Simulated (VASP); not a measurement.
# Ti7Al (P1) in VASP: single point with PBE

Aim: the single point of Ti7Al with PBE.

Program: VASP 6.6.1. These are calculated values, not measurements. Logs are shortened: lines on timing, memory, paths and dates and some standing lists are left out, and cuts for length are marked.

## Step 1: The cell of the first run

The typed cell holds 16 atoms: a = 5.844 Å, b = 5.844 Å, c = 9.294 Å, α = 90.04°, β = 89.98°, γ = 120.09°.

## Step 2: Single point, PBE

INCAR

```
SYSTEM = Ti7Al
  PREC = Accurate
  ENCUT = 520
  EDIFF = 1E-6
  ISMEAR = 0
  SIGMA = 0.1
  LREAL = Auto
  LASPH = .True.
  NELM = 100
  ALGO = Fast
  ISIF = 2
  LWAVE = .False.
  LCHARG = .False.
  GGA = PE
  NBANDS = 101
  ISYM = 0
```

KPOINTS

```
Automatic mesh
0
Gamma
  3 3 2
  0 0 0.5
```

POSCAR

```
Ti7Al
1.0
    2.9183462648     -5.0633118644      0.0010999534
    2.9177762123      5.0629827328     -0.0022474781
   -0.0018360395     -0.0030922248      9.2939660664
Al Ti
2 14
Direct
    0.6643068407      0.3368302872      0.3752654661
    0.1645453067      0.8371243881      0.8752486734
    0.3365708037      0.1646065265      0.1255065387
    0.3363693617      0.1648111852      0.6255236182
    0.8319988176      0.1697373931      0.1318230659
    0.8316848372      0.1692218769      0.6186282768
    0.3314878717      0.6683372552      0.1182921715
    0.3320411690      0.6696556725      0.6315408133
    0.8364737022      0.6644095579      0.1251577752
    0.8370776673      0.6655837534      0.6251786341
    0.6685613153      0.3327834389      0.8749756973
    0.1707185219      0.3406094344      0.3749508762
    0.1600276250      0.3304835582      0.8747136544
    0.6600577697      0.8302260920      0.3742521445
    0.6712987568      0.8412224400      0.8743968347
    0.1687432343      0.8323185544      0.3749129914
```

Potentials or basis: VASP PAW PBE potentials, release 64 (Al, Ti_sv).

The run is started by

```console
cat potpaw_PBE.64/Al/POTCAR potpaw_PBE.64/Ti_sv/POTCAR > POTCAR
mpirun -np 1 vasp_std > vasp.out
```

OUTCAR:

```text
SYSTEM = Ti7Al
   PREC = Accurate
   ENCUT = 520
   EDIFF = 1E-6
   ISMEAR = 0
   LREAL = Auto
   LASPH = .True.
   NELM = 100
   ISIF = 2
   GGA = PE
   ISYM = 0

 ion  position               nearest neighbor table
   1  0.664  0.337  0.375-   5 2.83   6 2.83   3 2.85   9 2.86  10 2.86   4 2.86  12 2.90  14 2.90
                            16 2.92  16 2.92  14 2.95  12 2.95
   2  0.165  0.837  0.875-   7 2.83   8 2.83   4 2.85  10 2.85   3 2.85   9 2.85  15 2.89  13 2.90
                            11 2.92  11 2.92  13 2.95  15 2.95
   3  0.337  0.165  0.126-   1 2.85   2 2.85  16 2.86  11 2.87   5 2.88   7 2.89  12 2.89  13 2.91
                             9 2.92   9 2.92
   4  0.336  0.165  0.626-   2 2.85   1 2.86  11 2.86  16 2.87   8 2.88   6 2.88  13 2.89  12 2.90
                            10 2.91
   5  0.832  0.170  0.132-   1 2.83  14 2.83  12 2.84   9 2.88   3 2.88  11 2.90  13 2.91  15 2.91
                             7 2.92
   6  0.832  0.169  0.619-   1 2.83  12 2.84  14 2.84   4 2.88  10 2.89  11 2.90  15 2.90  13 2.90
                             8 2.92
   7  0.331  0.668  0.118-   2 2.83  13 2.84  15 2.84   9 2.88   3 2.89  16 2.90  14 2.90  12 2.91
                             5 2.92
   8  0.332  0.670  0.632-   2 2.83  15 2.84  13 2.84  10 2.88   4 2.88  16 2.90  12 2.91  14 2.91
                             6 2.92
   9  0.836  0.664  0.125-   2 2.85   1 2.86  16 2.87  11 2.87   5 2.88   7 2.88  14 2.89  15 2.90
                             3 2.92   3 2.92
  10  0.837  0.666  0.625-   2 2.85   1 2.86  16 2.87  11 2.87   8 2.88   6 2.89  15 2.89  14 2.90
                             4 2.91
  11  0.669  0.333  0.875-   4 2.86   9 2.87  10 2.87   3 2.87  13 2.88  15 2.88   6 2.90   5 2.90
                             2 2.92   2 2.92
  12  0.171  0.341  0.375-   5 2.84   6 2.84  14 2.86  16 2.88   3 2.89   1 2.90   4 2.90   7 2.91
                             8 2.91   1 2.95
  13  0.160  0.330  0.875-   7 2.84   8 2.84  15 2.85  11 2.88   4 2.89   2 2.90   6 2.90   3 2.91
                             5 2.91   2 2.95
  14  0.660  0.830  0.374-   5 2.83   6 2.84  12 2.86  16 2.88   9 2.89   1 2.90   7 2.90  10 2.90
                             8 2.91   1 2.95
  15  0.671  0.841  0.874-   8 2.84   7 2.84  13 2.85  11 2.88  10 2.89   2 2.89   6 2.90   9 2.90
                             5 2.91   2 2.95
  16  0.169  0.832  0.375-   3 2.86   9 2.87  10 2.87   4 2.87  14 2.88  12 2.88   8 2.90   7 2.90
                             1 2.92   1 2.92

IMPORTANT INFORMATION: All symmetrisations will be switched off!
NOSYMM: (Re-)initialisation of all symmetry stuff for point group C_1.

----------------------------------------------------------------------------------------

                                     Primitive cell

  volume of cell :     274.6287

  direct lattice vectors                    reciprocal lattice vectors
     2.918346265 -5.063311864  0.001099953     0.171341075 -0.098743160  0.000000996
     2.917776212  5.062982733 -0.002247478     0.171352227  0.098762474  0.000066711
    -0.001836039 -0.003092225  9.293966066     0.000021158  0.000035569  0.107596708

  length of vectors
     5.844131515  5.843562033  9.293966762     0.197757366  0.197776683  0.107596716

  position of ions in fractional coordinates (direct lattice)
     0.664306841  0.336830287  0.375265466
     0.164545307  0.837124388  0.875248673
     0.336570804  0.164606527  0.125506539
     0.336369362  0.164811185  0.625523618
     0.831998818  0.169737393  0.131823066
     0.831684837  0.169221877  0.618628277
[... 8 lines left out ...]
     0.671298757  0.841222440  0.874396835
     0.168743234  0.832318554  0.374912991

  ion indices of the primitive-cell ions
   primitive index   ion index
                 1           1
                 2           2
                 3           3
                 4           4
                 5           5
                 6           6
[... 8 lines left out ...]
                15          15
                16          16

----------------------------------------------------------------------------------------

 KPOINTS: Automatic mesh

Automatic generation of k-mesh.
 Grid dimensions read from file:
 generate k-points for:    3    3    2

 Generating k-lattice:

  Cartesian coordinates                     Fractional coordinates (reciprocal lattice)
     0.057113692 -0.032914387  0.000000332     0.333333333 -0.000000000  0.000000000
     0.057117409  0.032920825  0.000022237    -0.000000000  0.333333333 -0.000000000
     0.000010579  0.000017785  0.053798354    -0.000000000  0.000000000  0.500000000

  Length of vectors
     0.065919122  0.065925561  0.053798358

  Shift w.r.t. Gamma in fractional coordinates (k-lattice)
     0.000000000  0.000000000  0.500000000

 Subroutine IBZKPT returns following result:
 ===========================================

 Found      9 irreducible k-points:

 Following reciprocal coordinates:
            Coordinates               Weight
 -0.000000 -0.000000  0.250000      2.000000
  0.333333  0.000000  0.250000      2.000000
 -0.333333  0.000000  0.250000      2.000000
  0.000000  0.333333  0.250000      2.000000
  0.333333  0.333333  0.250000      2.000000
 -0.333333  0.333333  0.250000      2.000000
  0.000000 -0.333333  0.250000      2.000000
  0.333333 -0.333333  0.250000      2.000000
 -0.333333 -0.333333  0.250000      2.000000
   k-points           NKPTS =      9   k-points in BZ     NKDIM =      9   number of bands    NBANDS=    101
   number of dos      NEDOS =    301   number of ions     NIONS =     16
   total plane-waves  NPLWV = 161280
   dimension x,y,z NGX =    48 NGY =   48 NGZ =   70
   dimension x,y,z NGXF=    96 NGYF=   96 NGZF=  140
   ions per type =               2  14
   NGX,Y,Z   is equivalent  to a cutoff of  13.65, 13.66, 12.52 a.u.
   NGXF,Y,Z  is equivalent  to a cutoff of  27.31, 27.31, 25.04 a.u.
 SYSTEM =  Ti7Al
   PREC   = accura    normal or accurate (medium, high low for compatibility)
   ISTART =      0    job   : 0-new  1-cont  2-samecut
   ICHARG =      2    charge: 1-file 2-atom 10-const
   ISPIN  =      1    spin polarized calculation?
   LNONCOLLINEAR =      F non collinear calculations
   LSORBIT =      F    spin-orbit coupling
   LASPH  =      T    aspherical Exc in radial PAW
   ENCUT  =  520.0 eV  38.22 Ry    6.18 a.u.  10.87 10.87 17.28*2*pi/ulx,y,z
   NELM   =    100;   NELMIN=  2; NELMDL= -5     # of ELM steps
   EDIFF  = 0.1E-05   stopping-criterion for ELM
   LREAL  =      T    real-space projection
   EDIFFG = 0.1E-04   stopping-criterion for IOM
   NSW    =      0    number of steps for IOM
   IBRION =     -1    ionic relax: 0-MD 1-quasi-New 2-CG
   NFREE  =      0    steps in history (QN), initial steepest desc. (CG)
   ISIF   =      2    stress and relaxation
   ISYM   =      0    0-nonsym 1-usesym 2-fastsym
   POTIM  = 0.5000    time-step for ionic-motion
   TEBEG  =    0.0;   TEEND  =   0.0 temperature during run
   PSTRESS=    0.0 pullay stress
   NELECT =     174.0000    total number of electrons
   NUPDOWN=      -1.0000    fix difference up-down
   EMIN   =  10.00;   EMAX   =-10.00  energy-range for DOS
   EFERMI =   0.00;   METHOD = LEGACY
   ISMEAR =     0;   SIGMA  =   0.10  broadening in eV -4-tet -1-fermi 0-gaus
   EFERMI_NEDOS =   21; number of points for ismear=-14 and -15
   IALGO  =     68    algorithm
   IMIX   =      4    mixing-type and parameters
     AMIX     =   0.40;   BMIX     =  1.00
     AMIX_MAG =   1.60;   BMIX_MAG =  1.00
  volume/ion in A,a.u.               =      17.16       115.83
  Fermi-wavevector in a.u.,A,eV,Ry     =   1.406077  2.657101 26.899451  1.977054
  Thomas-Fermi vector in A             =   2.528474
   LORBIT       =      0    0 simple, 1 ext, 2 COOP (PROOUT), +10 PAW based schemes
   GGA     = PE    functional components
   LHFCALC =     F    Hartree Fock is set to
   AEXX    =    0.0000 exact exchange contribution
   IVDW    =     0    specifies the selected vdW correction
   LEPSILON=     F    determine dielectric tensor
   LRPA    =     F    only Hartree local field effects (RPA)
 non-spin polarized calculation
 RMM-DIIS sequential band-by-band and
 Gauss-broadening in eV      SIGMA  =   0.10
  energy-cutoff  :      520.00
  volume of cell :      274.63
 maximum number of plane-waves:      7402
 NGX is ok and might be reduce to    48
   NGX = 21   NGY = 21   NGZ = 35

 number of electron     174.0000052 magnetization

 Free energy of the ion-electron system (eV)
  ---------------------------------------------------
  ext. energy  EPLUGINS =         0.00000000
  ---------------------------------------------------
  free energy    TOTEN  =      -118.92676303 eV

  energy without entropy =     -118.84180176  energy(sigma->0) =     -118.88428239

 E-fermi :   8.2107     XC(G=0): -11.3681

 val. band max:        8.1463378841   @ k =   0.3333   0.3333   0.2500
 cond. band min:       8.2345012814   @ k =   0.0000  -0.3333   0.2500
 fundamental gap:      0.0881633973
 Fermi energy:         8.2106796697

 k-point     1 :      -0.0000   -0.0000    0.2500
  band No.  band energies     occupation
      1     -48.5964      2.00000
      2     -48.5693      2.00000
      3     -48.5182      2.00000
      4     -48.5164      2.00000
      5     -48.5029      2.00000
      6     -48.4932      2.00000
[... 91 lines left out ...]
     98       9.2454      0.00000
     99       9.4944      0.00000

 k-point     2 :       0.3333    0.0000    0.2500
  band No.  band energies     occupation
      1     -48.5771      2.00000
      2     -48.5587      2.00000
      3     -48.5210      2.00000
      4     -48.5195      2.00000
      5     -48.5065      2.00000
      6     -48.5011      2.00000
[... 703 lines left out ...]
     98       9.0861      0.00000
     99       9.1078      0.00000

 k-point     9 :      -0.3333   -0.3333    0.2500
  band No.  band energies     occupation
      1     -48.5555      2.00000
      2     -48.5525      2.00000
      3     -48.5407      2.00000
      4     -48.5266      2.00000
      5     -48.5050      2.00000
      6     -48.5012      2.00000
[... 91 lines left out ...]
     98       8.9968      0.00000
     99       9.0856      0.00000
 [bands above 99 left out]

------------------------ aborting loop because EDIFF is reached ----------------------------------------

  FORCE on cell =-STRESS in cart. coord.  units (eV):
  Direction    XX          YY          ZZ          XY          YZ          ZX
  --------------------------------------------------------------------------------------
  -------------------------------------------------------------------------------------
  Total       -0.3651818     -0.5586802     -0.4505743      0.0020137      0.0132413      0.0285241
  in kB       -2.1304615     -3.2593267     -2.6286392      0.0117477      0.0772497      0.1664088
  external PRESSURE =      -2.6728091 kB  Pullay stress =       0.0000000 kB

 VOLUME and BASIS-vectors are now :
 -----------------------------------------------------------------------------
  energy-cutoff  :      520.00
  volume of cell :      274.63
      direct lattice vectors                 reciprocal lattice vectors
     2.918346265 -5.063311864  0.001099953     0.171341075 -0.098743160  0.000000996
     2.917776212  5.062982733 -0.002247478     0.171352227  0.098762474  0.000066711
    -0.001836039 -0.003092225  9.293966066     0.000021158  0.000035569  0.107596708

 POSITION                                       TOTAL-FORCE (eV/Angst)
 -----------------------------------------------------------------------------------
      2.92078     -1.65939      3.48768         0.000785      0.008889      0.003215
      2.92113      3.40250      8.13283         0.000859      0.006046     -0.001513
      1.46228     -0.87115      1.16645        -0.003442     -0.011763     -0.009063
      1.46138     -0.87064      5.81359         0.004220     -0.010275     -0.008215
      2.92307     -3.35370      1.22569        -0.008750     -0.006934     -0.014312
      2.91976     -3.35623      5.75004         0.004716     -0.003093      0.006302
[... 8 lines left out ...]
      4.41198      0.85740      8.12546        -0.006436      0.020277      0.020972
      2.92028      3.35846      3.48274         0.000723      0.015493     -0.000159
 -----------------------------------------------------------------------------------
    total drift:                               -0.025744      0.006882      0.004390

  FREE ENERGIE OF THE ION-ELECTRON SYSTEM (eV)
  ---------------------------------------------------
  free  energy   TOTEN  =      -118.9267630258 eV

  energy  without entropy=     -118.8418017608  energy(sigma->0) =     -118.88428239
```

Wall time 21 min (1 thread of AMD EPYC 9R45 (Zen 5), shared host); peak memory 0.46 GiB.

What came out:

- Free energy: -118.9268 eV
- Pressure: -0.3 GPa
- Largest force: 0.030 eV/Å
- Band gap on the k mesh: zero (bands 87 and 88 overlap by 0.46 eV)

Forces in eV/Å, atoms in the order of the input:
```
Al   0.001  0.009  0.003
Al   0.001  0.006 -0.002
Ti  -0.003 -0.012 -0.009
Ti   0.004 -0.010 -0.008
Ti  -0.009 -0.007 -0.014
Ti   0.005 -0.003  0.006
Ti   0.019 -0.002  0.015
Ti   0.001 -0.008 -0.018
Ti  -0.002 -0.007 -0.006
Ti  -0.008 -0.017 -0.011
Ti   0.006  0.006 -0.001
Ti   0.011  0.018  0.003
Ti  -0.012 -0.006  0.005
Ti  -0.005 -0.001  0.016
Ti  -0.006  0.020  0.021
Ti   0.001  0.015  0.000
```

Stress tensor (GPa, compression positive):
```
-0.21  0.00  0.02
 0.00 -0.33  0.01
 0.02  0.01 -0.26
```

Levels at points of the mesh, in eV from the Fermi level:
```csv
k point,band 84,band 85,band 86,band 87,band 88,band 89
"(0.00, 0.00, 0.25)",-0.42,-0.21,-0.14,0.36,0.37,0.59
```

Caveat: the k points lie up to 0.41 Å⁻¹ apart.

The gap in the log of VASP goes by the Fermi energy; the results here count the filled bands.